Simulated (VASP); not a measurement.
# CuO (P6_3mc) in VASP: a series of runs

Runs on CuO. Level: PBE+U. Tasks: single point.

All numbers are computed with VASP 6.6.1; they aren't measurements. Logs are shortened: lines on timing, memory, paths and dates and some standing lists are left out, and cuts for length are marked.

## 1. The cell of the first run

Symmetry: P6_3mc, No. 186, hexagonal system. The conventional cell has a = 3.288 Å, b = 3.288 Å, c = 5.385 Å, α = 90.00°, β = 90.00°, γ = 120.00°. Within 2.7 Å of Cu (site symmetry 3m) lie 4 O at 2.01 to 2.02 Å. Within 2.7 Å of O (site symmetry 3m) lie 4 Cu at 2.01 to 2.02 Å.

## 2. Single point, PBE+U

Input file INCAR:

```
SYSTEM = CuO
ALGO = Normal ; EDIFF = 1E-7
ENCUT = 520 ; GGA = PE
ISIF = 2 ; ISMEAR = -1
LASPH = .TRUE. ; LCHARG = .FALSE.
LDAU = .TRUE. ; LDAUJ = 0 0
LDAUL = 2 -1 ; LDAUPRINT = 1
LDAUTYPE = 2 ; LDAUU = 6 0
LMAXMIX = 4 ; LREAL = .FALSE.
LWAVE = .FALSE. ; NBANDS = 25
NELM = 150 ; PREC = Accurate
SIGMA = 0.05
```

Input file KPOINTS:

```
k-points
0
G
  9 9 5
  0 0 0
```

Input file POSCAR:

```
CuO
1.0
    3.2880244300      0.0000000000      0.0000000000
   -1.6440122100      2.8475126800      0.0000000000
    0.0000000000      0.0000000000      5.3850248600
Cu O
2 2
Direct
    0.6666666667      0.3333333333      0.0000000000
    0.3333333333      0.6666666667      0.5000000000
    0.6666666667      0.3333333333      0.6252000000
    0.3333333333      0.6666666667      0.1252000000
```

Potentials or basis: VASP PAW PBE potentials, release 64 (Cu, O).

On the command line:

```bash
> cat potpaw_PBE.64/Cu/POTCAR potpaw_PBE.64/O/POTCAR > POTCAR
> mpirun -np 1 vasp_std > vasp.out
```

OUTCAR:

```text
SYSTEM = CuO
   EDIFF = 1E-7
   ENCUT = 520
   GGA = PE
   ISIF = 2
   ISMEAR = -1
   LASPH = .TRUE.
   LREAL = .FALSE.
   NELM = 150
   PREC = Accurate

 ion  position               nearest neighbor table
   1  0.667  0.333  0.000-   4 2.01   4 2.01   4 2.01   3 2.02
   2  0.333  0.667  0.500-   3 2.01   3 2.01   3 2.01   4 2.02
   3  0.667  0.333  0.625-   2 2.01   2 2.01   2 2.01   1 2.02
   4  0.333  0.667  0.125-   1 2.01   1 2.01   1 2.01   2 2.02

  LATTYP: Found a hexagonal cell.
 ALAT       =     3.2880244300
 C/A-ratio  =     1.6377691148

  Lattice vectors:

 A1 = (   3.2880244300,   0.0000000000,   0.0000000000)
 A2 = (  -1.6440122100,   2.8475126800,   0.0000000000)
 A3 = (   0.0000000000,   0.0000000000,   5.3850248600)

Analysis of symmetry for initial positions (statically):
=====================================================================
 Subroutine PRICEL returns:
 Original cell was already a primitive cell.

 Routine SETGRP: Setting up the symmetry group for a
 hexagonal supercell.

 Subroutine GETGRP returns: Found 12 space group operations
 (whereof  6 operations were pure point group operations)
 out of a pool of 24 trial point group operations.

The static configuration has the point symmetry C_3v.
 The point group associated with its full space group is C_6v.

Analysis of symmetry for dynamics (positions and initial velocities):
=====================================================================
 Subroutine PRICEL returns:
 Original cell was already a primitive cell.

 Routine SETGRP: Setting up the symmetry group for a
 hexagonal supercell.

 Subroutine GETGRP returns: Found 12 space group operations
 (whereof  6 operations were pure point group operations)
 out of a pool of 24 trial point group operations.

The dynamic configuration has the point symmetry C_3v.
 The point group associated with its full space group is C_6v.

 Subroutine INISYM returns: Found 12 space group operations
 (whereof  6 operations are pure point group operations),
 and found     1 'primitive' translations

----------------------------------------------------------------------------------------

                                     Primitive cell

  volume of cell :      50.4183

  direct lattice vectors                    reciprocal lattice vectors
     3.288024430  0.000000000  0.000000000     0.304133993  0.175591843  0.000000000
    -1.644012210  2.847512680  0.000000000     0.000000000  0.351183686  0.000000000
     0.000000000  0.000000000  5.385024860     0.000000000  0.000000000  0.185700164

  length of vectors
     3.288024430  3.288024423  5.385024860     0.351183686  0.351183686  0.185700164

  position of ions in fractional coordinates (direct lattice)
     0.666666667  0.333333333  0.000000000
     0.333333333  0.666666667  0.500000000
     0.666666667  0.333333333  0.625200000
     0.333333333  0.666666667  0.125200000

  ion indices of the primitive-cell ions
   primitive index   ion index
                 1           1
                 2           2
                 3           3
                 4           4

----------------------------------------------------------------------------------------

 KPOINTS: k-points

Automatic generation of k-mesh.
 Grid dimensions read from file:
 generate k-points for:    9    9    5

 Generating k-lattice:

[... 88 lines left out ...]
   U (eV)           for each species LDAUU =   6.0  0.0
   J (eV)           for each species LDAUJ =   0.0  0.0
   GGA     = PE    functional components
   LHFCALC =     F    Hartree Fock is set to
   AEXX    =    0.0000 exact exchange contribution
   IVDW    =     0    specifies the selected vdW correction
   LEPSILON=     F    determine dielectric tensor
   LRPA    =     F    only Hartree local field effects (RPA)
 non-spin polarized calculation
  energy-cutoff  :      520.00
  volume of cell :       50.42
 maximum number of plane-waves:      1371
   NGX = 13   NGY = 13   NGZ = 21

atom =   1  type =  1  l = 2

 onsite density matrix

spin component  1

  0.9269  0.0000 -0.0000 -0.0281 -0.0000
  0.0000  0.9419  0.0000  0.0000 -0.0281
 -0.0000  0.0000  0.9250  0.0000 -0.0000
 -0.0281  0.0000  0.0000  0.9419 -0.0000
 -0.0000 -0.0281 -0.0000 -0.0000  0.9269

spin component  2

  0.9269  0.0000 -0.0000 -0.0281 -0.0000
  0.0000  0.9419  0.0000  0.0000 -0.0281
 -0.0000  0.0000  0.9250  0.0000 -0.0000
 -0.0281  0.0000  0.0000  0.9419 -0.0000
 -0.0000 -0.0281 -0.0000 -0.0000  0.9269

 occupancies and eigenvectors

  o =  0.9054  v =  0.3169 -0.5587 -0.0000  0.2436 -0.7267  0.0000  0.0000  0.0000  0.0000  0.0000      0.0000  0.0000  0.0000  0.0000  0.0000  0.0000  0.0000  0.0000  0.0000  0.0000
  o =  0.9054  v =  0.0000  0.0000  0.0000  0.0000  0.0000  0.3169 -0.5587 -0.0000  0.2436 -0.7267      0.0000  0.0000  0.0000  0.0000  0.0000  0.0000  0.0000  0.0000  0.0000  0.0000
  o =  0.9054  v =  0.7267  0.2436  0.0000  0.5587  0.3169  0.0000  0.0000  0.0000  0.0000  0.0000      0.0000  0.0000  0.0000  0.0000  0.0000  0.0000  0.0000  0.0000  0.0000  0.0000
  o =  0.9054  v =  0.0000  0.0000  0.0000  0.0000  0.0000  0.7267  0.2436  0.0000  0.5587  0.3169      0.0000  0.0000  0.0000  0.0000  0.0000  0.0000  0.0000  0.0000  0.0000  0.0000
  o =  0.9250  v =  0.0000  0.0000  0.0000  0.0000  0.0000  0.0000  0.0000 -1.0000  0.0000  0.0000      0.0000  0.0000  0.0000  0.0000  0.0000  0.0000  0.0000  0.0000  0.0000  0.0000
  o =  0.9250  v =  0.0000  0.0000 -1.0000  0.0000  0.0000  0.0000  0.0000  0.0000  0.0000  0.0000      0.0000  0.0000  0.0000  0.0000  0.0000  0.0000  0.0000  0.0000  0.0000  0.0000
  o =  0.9634  v =  0.0000  0.0000  0.0000  0.0000  0.0000  0.2436  0.7267  0.0000 -0.3169 -0.5587      0.0000  0.0000  0.0000  0.0000  0.0000  0.0000  0.0000  0.0000  0.0000  0.0000
  o =  0.9634  v =  0.2436  0.7267  0.0000 -0.3169 -0.5587  0.0000  0.0000  0.0000  0.0000  0.0000      0.0000  0.0000  0.0000  0.0000  0.0000  0.0000  0.0000  0.0000  0.0000  0.0000
  o =  0.9634  v =  0.0000  0.0000  0.0000  0.0000  0.0000 -0.5587  0.3169  0.0000  0.7267 -0.2436      0.0000  0.0000  0.0000  0.0000  0.0000  0.0000  0.0000  0.0000  0.0000  0.0000
  o =  0.9634  v = -0.5587  0.3169  0.0000  0.7267 -0.2436  0.0000  0.0000  0.0000  0.0000  0.0000      0.0000  0.0000  0.0000  0.0000  0.0000  0.0000  0.0000  0.0000  0.0000  0.0000

atom =   2  type =  1  l = 2

 onsite density matrix

spin component  1

  0.9269 -0.0000 -0.0000  0.0281 -0.0000
 -0.0000  0.9419 -0.0000  0.0000  0.0281
 -0.0000 -0.0000  0.9250 -0.0000 -0.0000
  0.0281  0.0000 -0.0000  0.9419  0.0000
 -0.0000  0.0281 -0.0000  0.0000  0.9269

spin component  2

  0.9269 -0.0000 -0.0000  0.0281 -0.0000
 -0.0000  0.9419 -0.0000  0.0000  0.0281
 -0.0000 -0.0000  0.9250 -0.0000 -0.0000
  0.0281  0.0000 -0.0000  0.9419  0.0000
 -0.0000  0.0281 -0.0000  0.0000  0.9269

 occupancies and eigenvectors

  o =  0.9054  v = -0.3169 -0.5587  0.0000  0.2436  0.7267  0.0000  0.0000  0.0000  0.0000  0.0000      0.0000  0.0000  0.0000  0.0000  0.0000  0.0000  0.0000  0.0000  0.0000  0.0000
  o =  0.9054  v =  0.0000  0.0000  0.0000  0.0000  0.0000 -0.3169 -0.5587  0.0000  0.2436  0.7267      0.0000  0.0000  0.0000  0.0000  0.0000  0.0000  0.0000  0.0000  0.0000  0.0000
  o =  0.9054  v = -0.7267  0.2436 -0.0000  0.5587 -0.3169  0.0000  0.0000  0.0000  0.0000  0.0000      0.0000  0.0000  0.0000  0.0000  0.0000  0.0000  0.0000  0.0000  0.0000  0.0000
  o =  0.9054  v =  0.0000  0.0000  0.0000  0.0000  0.0000 -0.7267  0.2436 -0.0000  0.5587 -0.3169      0.0000  0.0000  0.0000  0.0000  0.0000  0.0000  0.0000  0.0000  0.0000  0.0000
  o =  0.9250  v =  0.0000  0.0000  0.0000  0.0000  0.0000  0.0000 -0.0000 -1.0000 -0.0000  0.0000      0.0000  0.0000  0.0000  0.0000  0.0000  0.0000  0.0000  0.0000  0.0000  0.0000
  o =  0.9250  v =  0.0000 -0.0000 -1.0000 -0.0000  0.0000  0.0000  0.0000  0.0000  0.0000  0.0000      0.0000  0.0000  0.0000  0.0000  0.0000  0.0000  0.0000  0.0000  0.0000  0.0000
  o =  0.9634  v =  0.0000  0.0000  0.0000  0.0000  0.0000  0.2436 -0.7267  0.0000  0.3169 -0.5587      0.0000  0.0000  0.0000  0.0000  0.0000  0.0000  0.0000  0.0000  0.0000  0.0000
  o =  0.9634  v =  0.2436 -0.7267  0.0000  0.3169 -0.5587  0.0000  0.0000  0.0000  0.0000  0.0000      0.0000  0.0000  0.0000  0.0000  0.0000  0.0000  0.0000  0.0000  0.0000  0.0000
  o =  0.9634  v =  0.0000  0.0000  0.0000  0.0000  0.0000 -0.5587 -0.3169  0.0000 -0.7267 -0.2436      0.0000  0.0000  0.0000  0.0000  0.0000  0.0000  0.0000  0.0000  0.0000  0.0000
  o =  0.9634  v = -0.5587 -0.3169  0.0000 -0.7267 -0.2436  0.0000  0.0000  0.0000  0.0000  0.0000      0.0000  0.0000  0.0000  0.0000  0.0000  0.0000  0.0000  0.0000  0.0000  0.0000

 number of electron      34.0000003 magnetization

 Free energy of the ion-electron system (eV)
  ---------------------------------------------------
  ext. energy  EPLUGINS =         0.00000000
  ---------------------------------------------------
  free energy    TOTEN  =       -14.73619524 eV

  energy without entropy =      -14.69113794  energy(sigma->0) =      -14.71366659

 E-fermi :   2.2422     XC(G=0): -10.4696

 val. band max:        2.2393634964   @ k =   0.1111   0.1111   0.4000
 cond. band min:       2.2545780251   @ k =   0.1111   0.0000   0.2000
 fundamental gap:      0.0152145287
 Fermi energy:         2.2422430948

 k-point     1 :       0.0000    0.0000    0.0000
  band No.  band energies     occupation
      1     -15.4422      2.00000
      2     -14.9639      2.00000
      3      -2.4109      2.00000
      4      -2.1606      2.00000
      5      -2.1234      2.00000
      6      -2.1234      2.00000
[... 661 lines left out ...]
     24      13.1710      0.00000
     25      16.1706      0.00000

 [... further k-points ...]
[... 5 lines left out ...]
  --------------------------------------------------------------------------------------
  -------------------------------------------------------------------------------------
  Total       -3.4137479     -3.4137479     -2.8402693     -0.0000000     -0.0000000      0.0000000
  in kB     -108.4809828   -108.4809824    -90.2571646     -0.0000002     -0.0000000      0.0000000
  external PRESSURE =    -102.4063766 kB  Pullay stress =       0.0000000 kB

 VOLUME and BASIS-vectors are now :
 -----------------------------------------------------------------------------
  energy-cutoff  :      520.00
  volume of cell :       50.42
      direct lattice vectors                 reciprocal lattice vectors
     3.288024430  0.000000000  0.000000000     0.304133993  0.175591843  0.000000000
    -1.644012210  2.847512680  0.000000000     0.000000000  0.351183686  0.000000000
     0.000000000  0.000000000  5.385024860     0.000000000  0.000000000  0.185700164

 POSITION                                       TOTAL-FORCE (eV/Angst)
 -----------------------------------------------------------------------------------
      1.64401      0.94917      0.00000        -0.000000     -0.000000     -0.025386
      0.00000      1.89834      2.69251         0.000000      0.000000     -0.025386
      1.64401      0.94917      3.36672         0.000000     -0.000000      0.025386
      0.00000      1.89834      0.67421        -0.000000      0.000000      0.025386
 -----------------------------------------------------------------------------------
    total drift:                               -0.000000     -0.000000     -0.000411

  FREE ENERGIE OF THE ION-ELECTRON SYSTEM (eV)
  ---------------------------------------------------
  free  energy   TOTEN  =       -14.7361952431 eV

  energy  without entropy=      -14.6911379443  energy(sigma->0) =      -14.71366659
```

Run time: 51 s. Hardware: 1 thread of Intel Xeon 8259CL, shared host; peak memory 0.18 GiB.

What came out:

```
Free energy            : -14.7362 eV
Pressure               : -10.2 GPa
Largest force          : 0.025 eV/Å
Band gap on the k mesh : zero (bands 17 and 18 overlap by 1.45 eV)
```

Forces in eV/Å, atoms in the order of the input:
```
Cu   0.000  0.000 -0.025
Cu   0.000  0.000 -0.025
O    0.000  0.000  0.025
O    0.000  0.000  0.025
```

Stress tensor (GPa, compression positive):
```
-10.85   0.00   0.00
  0.00 -10.85   0.00
  0.00   0.00  -9.03
```

Eigenvalues of the final occupation matrices:
```
    site  spin  trace               eigenvalues
site 1 d     1   4.66  0.91 0.91 0.93 0.96 0.96
site 1 d     2   4.66  0.91 0.91 0.93 0.96 0.96
site 2 d     1   4.66  0.91 0.91 0.93 0.96 0.96
site 2 d     2   4.66  0.91 0.91 0.93 0.96 0.96
```

Caveat: the cell stands under tension; U without spin polarisation on a metal has little footing.

## 3. Single point, PBE+U

Input file INCAR:

```
SYSTEM = CuO
ALGO     = Normal         ! electronic algorithm
EDIFF    = 1E-7           ! SCF threshold, eV
ENCUT    = 520            ! plane-wave cutoff, eV
GGA      = PE             ! functional
ISIF     = 2              ! what is computed and relaxed
ISMEAR   = -1             ! smearing method
LASPH    = .True.         ! aspherical terms in the spheres
LCHARG   = .False.        ! write CHGCAR
LDAU     = .True.         ! DFT+U
LDAUJ    = 0 0          
LDAUL    = 2 -1           ! shell
LDAUPRINT= 1            
LDAUTYPE = 2            
LDAUU    = 8 0            ! U, eV
LMAXMIX  = 4              ! l up to which the mixer works
LREAL    = .False.        ! projectors in reciprocal space
LWAVE    = .False.        ! write WAVECAR
NBANDS   = 25             ! bands
NELM     = 150            ! most SCF steps
PREC     = Accurate       ! precision mode
SIGMA    = 0.05           ! smearing width, eV
```

Input file KPOINTS:

```
k-points
0
Gamma
  9 9 5
  0 0 0
```

POSCAR is that of step 2.

Potentials or basis: VASP PAW PBE potentials, release 64 (Cu, O).

On the command line:

```bash
> cat potpaw_PBE.64/Cu/POTCAR potpaw_PBE.64/O/POTCAR > POTCAR
> mpirun -np 1 vasp_std > vasp.out
```

It took 43 s on 1 thread of Intel Xeon 8259CL, shared host; peak memory 0.18 GiB.

The run converged. Its results:

```
Free energy            : -13.5534 eV
Pressure               : -10.7 GPa
Largest force          : 0.012 eV/Å
Band gap on the k mesh : zero (bands 17 and 18 overlap by 1.47 eV)
```

Forces on the atoms (eV/Å):
```
Cu   0.000  0.000 -0.012
Cu   0.000  0.000 -0.012
O    0.000  0.000  0.012
O    0.000  0.000  0.012
```

Stress tensor (GPa, compression positive):
```
-11.31   0.00   0.00
  0.00 -11.31   0.00
  0.00   0.00  -9.42
```

Levels at points of the mesh, in eV from the Fermi level:
| k point | band 15 | band 16 | band 17 | band 18 | band 19 | band 20 |
| --- | --- | --- | --- | --- | --- | --- |
| (0.00, 0.00, 0.00) | 0.07 | 0.67 | 0.80 | 0.80 | 2.18 | 6.95 |

Eigenvalues of the final occupation matrices:
| site | spin | trace | eigenvalues |
| --- | --- | --- | --- |
| site 1 d | 1 | 4.70 | 0.91 0.91 0.93 0.97 0.97 |
| site 1 d | 2 | 4.70 | 0.91 0.91 0.93 0.97 0.97 |
| site 2 d | 1 | 4.70 | 0.91 0.91 0.93 0.97 0.97 |
| site 2 d | 2 | 4.70 | 0.91 0.91 0.93 0.97 0.97 |

Caveat: the cell stands under tension; U without spin polarisation on a metal has little footing.
